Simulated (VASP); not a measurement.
A run of VASP 6.6.1 is set up as follows.

The input INCAR:

```
SYSTEM = HoSi2O
PREC = Accurate
ENCUT = 600
EDIFF = 1E-6
ISMEAR = 0
SIGMA = 0.1
LREAL = .FALSE.
LASPH = .TRUE.
NELM = 200
ALGO = Normal
ISIF = 2
LWAVE = .FALSE.
LCHARG = .TRUE.
GGA = PE
LELF = .TRUE.
LVHAR = .TRUE.
NBANDS = 20
GGA_COMPAT = .FALSE.
LMAXMIX = 6
```

Contents of KPOINTS:

```
Automatic mesh
0
G
  4 4 4
  0 0 0
```

POSCAR

```
HoSi2O
1.0
    4.0853210700      0.0000000000      0.0000000000
    0.0000000000      4.0853210700      0.0000000000
    0.0000000000      0.0000000000      4.1117805000
Ho Si O
1 2 1
Direct
    0.0000000000      0.0000000000      0.8512721300
    0.5000000000      0.0000000000      0.5905324500
    0.0000000000      0.5000000000      0.5905324500
    0.0000000000      0.0000000000      0.3901772700
```

Potentials or basis: VASP PAW PBE potentials, release 64 (Ho_3, Si, O), 4f in core.

The run is started by

```bash
$ cat potpaw_PBE.64/Ho_3/POTCAR potpaw_PBE.64/Si/POTCAR potpaw_PBE.64/O/POTCAR > POTCAR
$ mpirun -np 1 vasp_std > vasp.out
```

What does it give for the band gap on the k mesh?

Zero (an odd number of electrons rules out a gap without spin polarisation).

Predict the largest force.

13.576 eV/Å.

What does it give for the pressure?

49.6 GPa.

Forces in eV/Å, atoms in the order of the input:
```
Ho   0.000  0.000 13.576
Si   0.000  0.000 -3.883
Si   0.000  0.000 -3.883
O    0.000  0.000 -5.811
```

Caveat: the k points lie up to 0.38 Å⁻¹ apart, too coarse for converged energies and pressures of a metal; spin-orbit coupling is left out, which moves the levels of the heavy elements; the 4f electrons are frozen in the core, so they carry no moment and show no levels; an odd number of electrons without spin polarisation forces a metal; a magnetic or distorted state may lie lower; the run has no spin polarisation, though such a crystal can be magnetic. Spin polarisation is off, so any magnetic state and its effect on volume and gap are missing.
